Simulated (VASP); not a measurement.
A run of VASP 6.6.1:

File INCAR:

```
  ALGO = Normal
  DIPOL = 0.5 0.5 0.313
  EDIFF = 1E-6
  ENCUT = 520
  GGA = PE
  IDIPOL = 3
  ISIF = 2
  ISMEAR = 0
  ISPIN = 2
  LASPH = T
  LCHARG = F
  LDIPOL = T
  LMAXMIX = 4
  LORBIT = 11
  LREAL = F
  LWAVE = F
  MAGMOM = 0 0 0 0 0 0 1
  NBANDS = 38
  NELM = 150
  PREC = Accurate
  SIGMA = 0.1
```

KPOINTS

```
k-points
0
Gamma
  9 9 1
```

POSCAR

```
Ta3HN3
1.0
    3.1228193035      0.0000000000      0.0000000000
    0.0000000000      3.1228193035      0.0000000000
    0.0000000000      0.0000000000     21.5908392430
Ta N H
3 3 1
Direct
    0.0000000000      0.0000000000      0.1852637572
    0.5000000000      0.5000000000      0.2890369107
    0.0000000000      0.0000000000      0.3832407719
    0.5000000000      0.5000000000      0.1852637572
    0.0000000000      0.0000000000      0.2843927699
    0.5000000000      0.5000000000      0.3978927890
    0.7500000000      0.7500000000      0.4669035386
```

Potentials or basis: VASP PAW PBE potentials, release 64 (Ta_pv, N, H).

Launch:

```sh
$ cat potpaw_PBE.64/Ta_pv/POTCAR potpaw_PBE.64/N/POTCAR potpaw_PBE.64/H/POTCAR > POTCAR
$ mpirun -np 1 vasp_std > vasp.out
```

Hardware: 1 thread of Intel(R) Xeon(R) Platinum 8488C (Sapphire Rapids) (shared host).

Task: Estimate the wall time of this run.

Result: Wall time 8.4 min on 1 thread of Intel(R) Xeon(R) Platinum 8488C (Sapphire Rapids), with other jobs on the host, peak memory 0.55 GiB. Counts: scf iterations 38, k points 25.
